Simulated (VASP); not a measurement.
# WS2: single point with PBEsol

System: WS2, a slab with vacuum.

```xyz
3
Lattice="3.2401 0.0000 0.0000 -1.6201 2.8061 0.0000 0.0000 0.0000 16.6478" Properties=species:S:1:pos:R:3 pbc="T T T"
W     0.0000    1.8707    0.0000
S     1.6201    0.9354   15.1141
S     1.6201    0.9354    1.5337
```

```
Program                : VASP 6.6.1
Task                   : single point
Functional             : PBEsol
Potentials or basis    : VASP PAW PBE potentials, release 64 (W_sv, S)
Cutoff                 : 520 eV
k mesh                 : 12 × 12 × 2
Occupations            : gaussian, width 0.02 eV
Spin                   : no spin polarisation
Dipole correction      : no
Further INCAR settings : ALGO = Normal; EDIFF = 1e-06; NBANDS = 20
```

```json
{"Largest force": "0.020 eV/Å", "Band gap on the k mesh": "1.29 eV (least direct gap 1.55 eV)"}
```

Forces in eV/Å, atoms in the order of the input:
```
W    0.000  0.000  0.000
S    0.000  0.000 -0.020
S    0.000  0.000  0.020
```

Levels at points of the mesh, in eV from the valence-band top:
| k point | band 10 | band 11 | band 12 | band 13 | band 14 | band 15 | band 16 | band 17 |
| --- | --- | --- | --- | --- | --- | --- | --- | --- |
| (0.00, 0.00, 0.00) | -2.05 | -2.02 | -2.02 | 0.00 | 2.55 | 2.55 | 2.83 | 2.83 |
| (0.50, 0.00, 0.00) | -3.71 | -2.12 | -1.66 | -1.09 | 2.37 | 2.85 | 3.81 | 4.51 |
| (0.00, 0.00, 0.50) | -2.05 | -2.02 | -2.02 | 0.00 | 2.55 | 2.55 | 2.83 | 2.83 |
| (0.50, 0.00, 0.50) | -3.71 | -2.12 | -1.66 | -1.09 | 2.37 | 2.85 | 3.81 | 4.51 |

It took 5.2 min on 1 thread of Intel Xeon 8259CL (shared host), peak memory 0.3 GiB.

Caveat: the PAW data sets were made with another functional, which shifts forces and pressure a little; spin-orbit coupling is left out, which moves the levels of the heavy elements.
